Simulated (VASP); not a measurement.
Here is a VASP 6.6.1 calculation.

INCAR

```
PREC = Accurate
ENCUT = 520
EDIFF = 1E-7
ISMEAR = -1
SIGMA = 0.05
LREAL = False
LASPH = True
NELM = 150
ALGO = Normal
ISIF = 2
LWAVE = False
LCHARG = False
ISPIN = 2
MAGMOM = 0.671 0.671
LORBIT = 11
LMAXMIX = 4
GGA = PS
NBANDS = 21
```

KPOINTS

```
Automatic mesh
0
Gamma
  17 17 9
```

Contents of POSCAR:

```
Ni
1.0
    2.4144713899      0.0000000000      0.0000000000
   -1.2072356949      2.0909935604      0.0000000000
    0.0000000000      0.0000000000      3.9601317360
Ni
2
Direct
    0.3333333333      0.6666666667      0.2500000000
    0.6666666667      0.3333333333      0.7500000000
```

Potentials or basis: VASP PAW PBE potentials, release 64 (Ni).

Run with:

```sh
$ cat potpaw_PBE.64/Ni/POTCAR > POTCAR
$ mpirun -np 1 vasp_std > vasp.out
```

Problem. Predict the site moments.

Solution. Ni +0.62 μB.

Problem. What does it give for the pressure?

Solution. 10.2 GPa.

Problem. What does it give for the net moment?

Solution. 1.24 μB per cell.

Caveat: the cell stands under pressure; the PAW data sets were made with another functional, which shifts forces and pressure a little.
